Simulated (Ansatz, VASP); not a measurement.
# One calculation of Sc2Ru, two programs

```
Sc Ru
1.0
     0.00000    3.17245    3.17245
     3.17245    0.00000    3.17245
     3.17245    3.17245    0.00000
Sc Ru
2 1
Cartesian
  1.5862 1.5862 1.5862
  4.7587 4.7587 4.7587
  0.0000 0.0000 0.0000
```

Alike in both runs: functional PBE; k mesh 12 × 12 × 12; occupations gaussian, width 0.1 eV; no spin polarisation.

Ansatz relaxed the structure, and its values are those at the end. VASP's run is a single point on that final structure, the one shown.

|  | VASP | Ansatz |
| --- | --- | --- |
| version | VASP 6.6.1 | Ansatz 0.2.0 |
| potentials or method | VASP PAW PBE potentials, release 64 (Sc_sv, Ru_pv), cutoff 520 eV | scalar-relativistic, plane waves, PAW |
| valence electrons in the cell | 36 | 38 |

Ansatz gave:

```
gap on the k mesh at the Fermi level (eV) : none
pressure (GPa)                            : 0.0
```

Problem. What did VASP give for the same quantities?

Solution. gap on the k mesh at the Fermi level (eV): none; pressure (GPa): 0.2.

A gap of «none» marks a metal or a gap that the smearing closes. With one functional, cell and mesh, what is left measures potentials, basis and numerics. VASP's potentials hold 36 valence electrons a cell and Ansatz's 38, so a difference there can come from the potentials and not from the codes.
